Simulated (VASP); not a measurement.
YbPd, 2 atoms in the cell. The structure is cubic, space group Pm-3m (No. 221). The conventional cell has a = 3.447 Å, b = 3.447 Å, c = 3.447 Å, α = 90.00°, β = 90.00°, γ = 90.00°. Yb (site symmetry m-3m) has 8 Pd at 2.99 Å and 6 Yb at 3.45 Å within 3.9 Å. Within 3.9 Å of Pd (site symmetry m-3m) lie 8 Yb at 2.99 Å and 6 Pd at 3.45 Å. 

```yaml
Program: VASP 6.6.1
Task: single point
Functional: LDA
Potentials_or_basis: VASP PAW PBE potentials, release 64 (Yb, Pd)
Cutoff: 600 eV
k_mesh: 3 × 3 × 3
Occupations: gaussian, width 0.1 eV
Spin: no spin polarisation
Dipole_correction: no
Further_INCAR_settings: ALGO = Normal; EDIFF = 1e-06; NBANDS = 24
```

Potentials or basis: VASP PAW PBE potentials, release 64 (Yb, Pd).

Run with:

```bash
$ cat potpaw_PBE.64/Yb/POTCAR potpaw_PBE.64/Pd/POTCAR > POTCAR
$ mpirun -np 1 vasp_std > vasp.out
```

Hardware: 1 thread of Intel Xeon 8259CL, on a shared host.

Task: Estimate the wall time of this run.

Result: Run time: 23 s on 1 thread of Intel Xeon 8259CL (shared host), peak memory 0.15 GiB. Counts: scf iterations 24, k points 4.
